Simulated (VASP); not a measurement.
Ti, 2 atoms in the cell. The typed cell holds 2 atoms: a = 2.950 Å, b = 2.950 Å, c = 4.680 Å, α = 90.00°, β = 90.00°, γ = 120.00°. 

```yaml
Program: VASP 6.6.1
Task: single point
Functional: PBE
Potentials_or_basis: VASP PAW PBE potentials, release 64 (Ti_sv)
Cutoff: 520 eV
k_mesh: 8 × 8 × 4
Occupations: methfessel-paxton, width 0.1 eV
Spin: no spin polarisation
Dipole_correction: no
Further_INCAR_settings: ALGO = Normal; EDIFF = 1e-06; NBANDS = 19
```

Potentials or basis: VASP PAW PBE potentials, release 64 (Ti_sv).

The run is started by

```sh
$ cat potpaw_PBE.64/Ti_sv/POTCAR > POTCAR
$ mpirun -np 1 vasp_std > vasp.out
```

Hardware: 1 thread of AMD EPYC 7R13, on a shared host.

Q: How long does it take, and how much memory?

A: It took 3.3 min on 1 thread of AMD EPYC 7R13, on a shared host, peak memory 0.17 GiB. Counts: scf iterations 13, k points 132.
